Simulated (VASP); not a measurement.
# H2 in VASP: notebook

H2 is run at these levels: RPBE; tasks: single point, relaxation of the atoms.

All numbers are computed with VASP 6.6.1; they aren't measurements. Logs are shortened: lines on timing, memory, paths and dates and some standing lists are left out, and cuts for length are marked.

## 1. The cell of the first run

The cell holds a molecule in a box, 2 atoms: a = 12.000 Å, b = 12.300 Å, c = 12.600 Å, α = 90.00°, β = 90.00°, γ = 90.00°.

## 2. Single point, RPBE

File INCAR:

```
PREC = Accurate
ENCUT = 520
EDIFF = 1E-6
ISMEAR = -1
SIGMA = 0.01
LREAL = False
LASPH = True
NELM = 60
ALGO = Normal
ISIF = 2
LWAVE = False
LCHARG = False
GGA = RP
NBANDS = 8
```

File KPOINTS:

```
regular mesh
0
Gamma
  1 1 1
```

File POSCAR:

```
H
1.0
   12.0000000000      0.0000000000      0.0000000000
    0.0000000000     12.3000000000      0.0000000000
    0.0000000000      0.0000000000     12.6000000000
H
2
Direct
    0.5000000000      0.5000000000      0.4703577148
    0.5000000000      0.5000000000      0.5296422852
```

Potentials or basis: VASP PAW PBE potentials, release 64 (H).

Run with:

```sh
$ cat potpaw_PBE.64/H/POTCAR > POTCAR
$ mpirun -np 1 vasp_gam > vasp.out
```

OUTCAR:

```text
PREC = Accurate
   ENCUT = 520
   EDIFF = 1E-6
   ISMEAR = -1
   LREAL = False
   LASPH = True
   NELM = 60
   ISIF = 2
   GGA = RP

 ion  position               nearest neighbor table
   1  0.500  0.500  0.470-   2 0.75
   2  0.500  0.500  0.530-   1 0.75

  LATTYP: Found a simple orthorhombic cell.
 ALAT       =    12.0000000000
 B/A-ratio  =     1.0250000000
 C/A-ratio  =     1.0500000000

  Lattice vectors:

 A1 = (  12.0000000000,   0.0000000000,   0.0000000000)
 A2 = (   0.0000000000,  12.3000000000,   0.0000000000)
 A3 = (   0.0000000000,   0.0000000000,  12.6000000000)

Analysis of symmetry for initial positions (statically):
=====================================================================
 Subroutine PRICEL returns:
 Original cell was already a primitive cell.

 Routine SETGRP: Setting up the symmetry group for a
 simple orthorhombic supercell.

 Subroutine GETGRP returns: Found  8 space group operations
 (whereof  8 operations were pure point group operations)
 out of a pool of  8 trial point group operations.

The static configuration has the point symmetry D_2h.

Analysis of symmetry for dynamics (positions and initial velocities):
=====================================================================
 Subroutine PRICEL returns:
 Original cell was already a primitive cell.

 Routine SETGRP: Setting up the symmetry group for a
 simple orthorhombic supercell.

 Subroutine GETGRP returns: Found  8 space group operations
 (whereof  8 operations were pure point group operations)
 out of a pool of  8 trial point group operations.

The dynamic configuration has the point symmetry D_2h.

 Subroutine INISYM returns: Found  8 space group operations
 (whereof  8 operations are pure point group operations),
 and found     1 'primitive' translations

----------------------------------------------------------------------------------------

                                     Primitive cell

  volume of cell :    1859.7600

  direct lattice vectors                    reciprocal lattice vectors
    12.000000000  0.000000000  0.000000000     0.083333333  0.000000000  0.000000000
     0.000000000 12.300000000  0.000000000     0.000000000  0.081300813  0.000000000
     0.000000000  0.000000000 12.600000000     0.000000000  0.000000000  0.079365079

  length of vectors
    12.000000000 12.300000000 12.600000000     0.083333333  0.081300813  0.079365079

  position of ions in fractional coordinates (direct lattice)
     0.500000000  0.500000000  0.470357715
     0.500000000  0.500000000  0.529642285

  ion indices of the primitive-cell ions
   primitive index   ion index
                 1           1
                 2           2

----------------------------------------------------------------------------------------

 KPOINTS: regular mesh

Automatic generation of k-mesh.
 Grid dimensions read from file:
 generate k-points for:    1    1    1

 Generating k-lattice:

  Cartesian coordinates                     Fractional coordinates (reciprocal lattice)
     0.083333333  0.000000000  0.000000000     1.000000000  0.000000000  0.000000000
     0.000000000  0.081300813  0.000000000     0.000000000  1.000000000  0.000000000
     0.000000000  0.000000000  0.079365079     0.000000000  0.000000000  1.000000000

  Length of vectors
     0.083333333  0.081300813  0.079365079

  Shift w.r.t. Gamma in fractional coordinates (k-lattice)
     0.000000000  0.000000000  0.000000000

 Subroutine IBZKPT returns following result:
 ===========================================

 Found      1 irreducible k-points:

 Following reciprocal coordinates:
            Coordinates               Weight
  0.000000  0.000000  0.000000      1.000000
   k-points           NKPTS =      1   k-points in BZ     NKDIM =      1   number of bands    NBANDS=      8
   number of dos      NEDOS =    301   number of ions     NIONS =      2
   total plane-waves  NPLWV = 829440
   dimension x,y,z NGX =    90 NGY =   96 NGZ =   96
   dimension x,y,z NGXF=   180 NGYF=  192 NGZF=  192
   ions per type =               2
   NGX,Y,Z   is equivalent  to a cutoff of  12.47, 12.98, 12.67 a.u.
   NGXF,Y,Z  is equivalent  to a cutoff of  24.94, 25.95, 25.33 a.u.
 SYSTEM =  unknown system
   PREC   = accura    normal or accurate (medium, high low for compatibility)
   ISTART =      0    job   : 0-new  1-cont  2-samecut
   ICHARG =      2    charge: 1-file 2-atom 10-const
   ISPIN  =      1    spin polarized calculation?
   LNONCOLLINEAR =      F non collinear calculations
   LSORBIT =      F    spin-orbit coupling
   LASPH  =      T    aspherical Exc in radial PAW
   ENCUT  =  520.0 eV  38.22 Ry    6.18 a.u.  22.31 22.87 23.43*2*pi/ulx,y,z
   NELM   =     60;   NELMIN=  2; NELMDL= -5     # of ELM steps
   EDIFF  = 0.1E-05   stopping-criterion for ELM
   LREAL  =      F    real-space projection
   EDIFFG = 0.1E-04   stopping-criterion for IOM
   NSW    =      0    number of steps for IOM
   IBRION =     -1    ionic relax: 0-MD 1-quasi-New 2-CG
   NFREE  =      0    steps in history (QN), initial steepest desc. (CG)
   ISIF   =      2    stress and relaxation
   ISYM   =      2    0-nonsym 1-usesym 2-fastsym
   POTIM  = 0.5000    time-step for ionic-motion
   TEBEG  =    0.0;   TEEND  =   0.0 temperature during run
   PSTRESS=    0.0 pullay stress
   NELECT =       2.0000    total number of electrons
   NUPDOWN=      -1.0000    fix difference up-down
   EMIN   =  10.00;   EMAX   =-10.00  energy-range for DOS
   EFERMI =   0.00;   METHOD = LEGACY
   ISMEAR =    -1;   SIGMA  =   0.01  broadening in eV -4-tet -1-fermi 0-gaus
   EFERMI_NEDOS =   21; number of points for ismear=-14 and -15
   IALGO  =     38    algorithm
   IMIX   =      4    mixing-type and parameters
     AMIX     =   0.40;   BMIX     =  1.00
     AMIX_MAG =   1.60;   BMIX_MAG =  1.00
  volume/ion in A,a.u.               =     929.88      6275.14
  Fermi-wavevector in a.u.,A,eV,Ry     =   0.167726  0.316955  0.382757  0.028132
  Thomas-Fermi vector in A             =   0.873280
   LORBIT       =      0    0 simple, 1 ext, 2 COOP (PROOUT), +10 PAW based schemes
   GGA     = RP    functional components
   LHFCALC =     F    Hartree Fock is set to
   AEXX    =    0.0000 exact exchange contribution
   IVDW    =     0    specifies the selected vdW correction
   LEPSILON=     F    determine dielectric tensor
   LRPA    =     F    only Hartree local field effects (RPA)
 non-spin polarized calculation
  energy-cutoff  :      520.00
  volume of cell :     1859.76
 maximum number of plane-waves:     25042
 NGX is ok and might be reduce to    90
   NGX = 45   NGY = 45   NGZ = 47

 number of electron       2.0000000 magnetization

 Free energy of the ion-electron system (eV)
  ---------------------------------------------------
  ext. energy  EPLUGINS =         0.00000000
  ---------------------------------------------------
  free energy    TOTEN  =        -6.99039670 eV

  energy without entropy =       -6.99039670  energy(sigma->0) =       -6.99039670

 E-fermi : -10.1201     XC(G=0):  -0.2414

 val. band max:      -10.3850123219   @ k =   0.0000   0.0000   0.0000
 cond. band min:      -0.1440480704   @ k =   0.0000   0.0000   0.0000
 fundamental gap:     10.2409642515
 Fermi energy:       -10.1200842153

 k-point     1 :       0.0000    0.0000    0.0000
  band No.  band energies     occupation
      1     -10.3850      2.00000
      2      -0.1440      0.00000
      3       0.1961      0.00000
      4       0.6502      0.00000
      5       0.6833      0.00000
      6       0.7602      0.00000
      7       0.9060      0.00000
      8       0.9551      0.00000

------------------------ aborting loop because EDIFF is reached ----------------------------------------

  FORCE on cell =-STRESS in cart. coord.  units (eV):
  Direction    XX          YY          ZZ          XY          YZ          ZX
  --------------------------------------------------------------------------------------
  -------------------------------------------------------------------------------------
  Total       -0.0272751     -0.0276235     -0.0458656      0.0000000      0.0000000      0.0000000
  in kB       -0.0234974     -0.0237975     -0.0395130      0.0000000      0.0000000      0.0000000
  external PRESSURE =      -0.0289360 kB  Pullay stress =       0.0000000 kB

 VOLUME and BASIS-vectors are now :
 -----------------------------------------------------------------------------
  energy-cutoff  :      520.00
  volume of cell :     1859.76
      direct lattice vectors                 reciprocal lattice vectors
    12.000000000  0.000000000  0.000000000     0.083333333  0.000000000  0.000000000
     0.000000000 12.300000000  0.000000000     0.000000000  0.081300813  0.000000000
     0.000000000  0.000000000 12.600000000     0.000000000  0.000000000  0.079365079

 POSITION                                       TOTAL-FORCE (eV/Angst)
 -----------------------------------------------------------------------------------
      6.00000      6.15000      5.92651         0.000000      0.000000      0.015043
      6.00000      6.15000      6.67349         0.000000      0.000000     -0.015043
 -----------------------------------------------------------------------------------
    total drift:                                0.000000     -0.000000      0.000000

  FREE ENERGIE OF THE ION-ELECTRON SYSTEM (eV)
  ---------------------------------------------------
  free  energy   TOTEN  =        -6.9903966987 eV

  energy  without entropy=       -6.9903966987  energy(sigma->0) =       -6.99039670
```

Run time: 50 s. Hardware: 1 thread of Intel Xeon 6975P-C (Granite Rapids), shared host; peak memory 1.2 GiB.

Results:

* Free energy: -6.9904 eV
* Largest force: 0.015 eV/Å
* Gap between the frontier levels: 10.24 eV

Forces in eV/Å, atoms in the order of the input:
```
H    0.000  0.000  0.015
H    0.000  0.000 -0.015
```

Levels at points of the mesh, in eV from the valence-band top:
```tsv
k point	band 1	band 2	band 3	band 4	band 5	band 6
(0.00, 0.00, 0.00)	0.00	10.24	10.58	11.04	11.07	11.15
```

Caveat: the PAW data sets were made with another functional, which shifts forces and pressure a little.

## 3. Single point, RPBE

File INCAR:

```
SYSTEM = H
PREC = Accurate ; ENCUT = 520
EDIFF = 1E-6 ; ISMEAR = -1
SIGMA = 0.01 ; LREAL = .FALSE.
LASPH = .TRUE. ; NELM = 80
ALGO = Normal ; ISIF = 2
LWAVE = .FALSE. ; LCHARG = .FALSE.
GGA = RP ; NBANDS = 8
```

File KPOINTS:

```
regular mesh
0
G
  1 1 1
  0 0 0
```

POSCAR is that of step 2.

Potentials or basis: VASP PAW PBE potentials, release 64 (H).

Run with:

```sh
$ cat potpaw_PBE.64/H/POTCAR > POTCAR
$ mpirun -np 1 vasp_gam > vasp.out
```

Wall time 51 s (1 thread of Intel Xeon 6975P-C (Granite Rapids), shared host); peak memory 1.2 GiB.

The run converged. Its results:

```yaml
Free_energy: -6.9904 eV
Largest_force: 0.015 eV/Å
Gap_between_the_frontier_levels: 10.24 eV
```

Forces in eV/Å, atoms in the order of the input:
```
H    0.000  0.000  0.015
H    0.000  0.000 -0.015
```

Levels at points of the mesh, in eV from the valence-band top:
| k point | band 1 | band 2 | band 3 | band 4 | band 5 |
| --- | --- | --- | --- | --- | --- |
| (0.00, 0.00, 0.00) | 0.00 | 10.24 | 10.58 | 11.04 | 11.07 |

Caveat: the PAW data sets were made with another functional, which shifts forces and pressure a little.

## 4. Relaxation of the atoms, RPBE

File INCAR:

```
SYSTEM = H
PREC = Accurate ; ENCUT = 520
EDIFF = 1E-6 ; ISMEAR = -1
SIGMA = 0.01 ; LREAL = .False.
LASPH = .True. ; NELM = 80
ALGO = Normal ; ISIF = 2
LWAVE = .False. ; LCHARG = .False.
GGA = RP ; IBRION = 2
NSW = 80 ; EDIFFG = -0.01
```

File KPOINTS:

```
regular mesh
0
Gamma
  1 1 1
  0 0 0
```

File POSCAR:

```
H
1.0
   12.0000000000      0.0000000000      0.0000000000
    0.0000000000     12.3000000000      0.0000000000
    0.0000000000      0.0000000000     12.6000000000
H
2
Direct
    0.5000000000      0.5000000000      0.4702380952
    0.5000000000      0.5000000000      0.5297619048
```

Run with:

```sh
$ cat potpaw_PBE.64/H/POTCAR > POTCAR
$ mpirun -np 1 vasp_gam > vasp.out
```

Run time: 100 s. Hardware: 1 thread of Intel Xeon 6975P-C (Granite Rapids), shared host; peak memory 1.4 GiB.

The run converged. Its results:

```
Free energy                     : -6.9904 eV
Energy gained by relaxing       : 0.1 meV/atom
Ionic steps                     : 3
Gap between the frontier levels : 10.27 eV
```

The path:
| step | energy change (eV) | largest force (eV/Å) | pressure (GPa) |
| --- | --- | --- | --- |
| 1 | 0.0000 | 0.1192 | -0.01 |
| 2 | 0.0010 | 0.2890 | 0.00 |
| 3 | -0.0002 | 0.0002 | 0.00 |

Final structure:
```
CELL_PARAMETERS angstrom
12.00000 0.00000 0.00000
0.00000 12.30000 0.00000
0.00000 0.00000 12.60000
ATOMIC_POSITIONS crystal
H 0.50000 0.50000 0.47037
H 0.50000 0.50000 0.52963
```

Levels at points of the mesh, in eV from the valence-band top:
```tsv
k point	band 1	band 2	band 3	band 4	band 5
(0.00, 0.00, 0.00)	0.00	10.27	10.59	11.06	11.09
```

Caveat: the PAW data sets were made with another functional, which shifts forces and pressure a little.
